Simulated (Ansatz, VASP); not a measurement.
# One calculation of GaP, two programs

POSCAR

```
GaP
1.0
    1.9430150000      1.1218000000      6.4308100000
   -1.9430150000      1.1218000000      6.4308100000
    0.0000000000     -2.2436010000      6.4308100000
Ga P
2 2
Direct
    0.4353720000      0.4353720000      0.4353720000
    0.5646280000      0.5646280000      0.5646280000
    0.0573890000      0.0573890000      0.0573890000
    0.9426110000      0.9426110000      0.9426110000
```

INCAR.step1

```
PREC = Accurate
ENCUT = 520
ISMEAR = 0
SIGMA = 0.01
LREAL = F
LASPH = T
NELM = 100
NBANDS = 26
GGA = PE
ALGO = Normal
EDIFF = 1E-4
LWAVE = T
LCHARG = F
```

The input INCAR.step2:

```
PREC = Accurate
ENCUT = 520
EDIFF = 1E-7
ISMEAR = 0
SIGMA = 0.01
LREAL = F
LASPH = T
NELM = 100
ALGO = Normal
ISIF = 2
LWAVE = F
LCHARG = F
METAGGA = R2SCAN
LMIXTAU = T
NBANDS = 26
ISTART = 1
```

KPOINTS

```
regular mesh
0
Gamma
  7 7 7
```

Input for Ansatz:

```yaml
crystal:
  lattice:
    - [1.943015, 1.1218, 6.43081]
    - [-1.943015, 1.1218, 6.43081]
    - [0.0, -2.243601, 6.43081]
  atoms:
    - { symbol: Ga, position: [0.435372, 0.435372, 0.435372] }
    - { symbol: Ga, position: [0.564628, 0.564628, 0.564628] }
    - { symbol: P, position: [0.057389, 0.057389, 0.057389] }
    - { symbol: P, position: [0.942611, 0.942611, 0.942611] }
basis:
  ecutwfc: 530.0
kpoints:
  mp_grid:
    grid: [7, 7, 7]
hamiltonian:
  xc: r2scan
scf:
  convergence:
    dr2_threshold: 1.0e-08
  occupations:
    method: fixed
output:
  eigenvalues: true
```

Alike in both runs: task single point; functional r2SCAN; k mesh 7 × 7 × 7; no spin polarisation.

```csv
,VASP,Ansatz
version,VASP 6.6.1,Ansatz 0.2.0
potentials or method,"VASP PAW PBE potentials, release 64 (Ga_d, P), cutoff 520 eV","plane waves, PAW"
occupations,"gaussian, width 0.01 eV",fixed
valence electrons in the cell,36,36
```

|  | VASP | Ansatz | Ansatz less VASP |
| --- | --- | --- | --- |
| gap on the k mesh at the Fermi level (eV) | 1.21 | 1.19 | -0.011 |

VASP's potentials were made for PBE, not for r2SCAN.
